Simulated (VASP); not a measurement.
The system is TePb.

```xyz
2
Lattice="0.0000 3.2679 3.2679 3.2679 0.0000 3.2679 3.2679 3.2679 0.0000" Properties=species:S:1:pos:R:3 pbc="T T T"
Te    3.2679    3.2679    3.2679
Pb    0.0000    0.0000    0.0000
```

Base run:

- Program: VASP 6.6.1
- Functional: PBE-based screened hybrid
- Potentials or basis: VASP PAW PBE potentials, release 64 (Te, Pb_d)
- Cutoff: 520 eV
- k mesh: 4 × 4 × 4
- Occupations: gaussian, width 0.01 eV
- Spin: no spin polarisation

Its results: band gap on the k mesh 0.88 eV, direct; pressure 0.0 GPa.

**Question.** The run is repeated on the same cell with these changes: functional from PBE-based screened hybrid to HSE06; screening parameter from 0.5 1/Å to 0.2079 1/Å. What comes out?

**Answer.** Band gap on the k mesh 1.17 eV, direct; pressure -0.5 GPa.

Caveats: the PAW data sets were made with another functional, which shifts forces and pressure a little; spin-orbit coupling is left out, which moves the levels of the heavy elements.

A k mesh can miss the band edges.
